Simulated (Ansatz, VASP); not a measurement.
Two plane-wave programs on BN

```
B N
1.0
     2.49747    0.00000    0.00000
    -1.24873    2.16287    0.00000
     0.00000    0.00000    4.13258
B N
2 2
Direct
  0.33333 0.66667 0.99991
  0.66667 0.33333 0.49991
  0.33333 0.66667 0.37409
  0.66667 0.33333 0.87409
```

Change from the starting cell: strained cell.

Alike in both runs: functional LDA; k mesh 9 × 9 × 6; occupations gaussian, width 0.02 eV; no spin polarisation.

Ansatz relaxed the structure, and its values are those at the end. VASP's run is a single point on that final structure, the one shown.

|  | VASP | Ansatz |
| --- | --- | --- |
| version | VASP 6.6.1 | Ansatz 0.2.0 |
| potentials or method | VASP PAW LDA potentials, release 64 (B_h, N_h), cutoff 910 eV | scalar-relativistic, plane waves, PAW |
| valence electrons in the cell | 16 | 16 |

```tsv
	VASP	Ansatz	Ansatz less VASP
gap on the k mesh at the Fermi level (eV)	4.84	4.86	+0.015
least direct gap on the mesh (eV)	8.42	8.42	+0.002
```

Ansatz warns that its potentials were made for another functional, while VASP's fit it. LDA's correlation is that of Perdew and Zunger in VASP and of Perdew and Wang (1992) in Ansatz. Ansatz's warnings: stress scf threshold loose.

Noted on VASP's run: the cutoff is short for stress, so the pressure is rough.
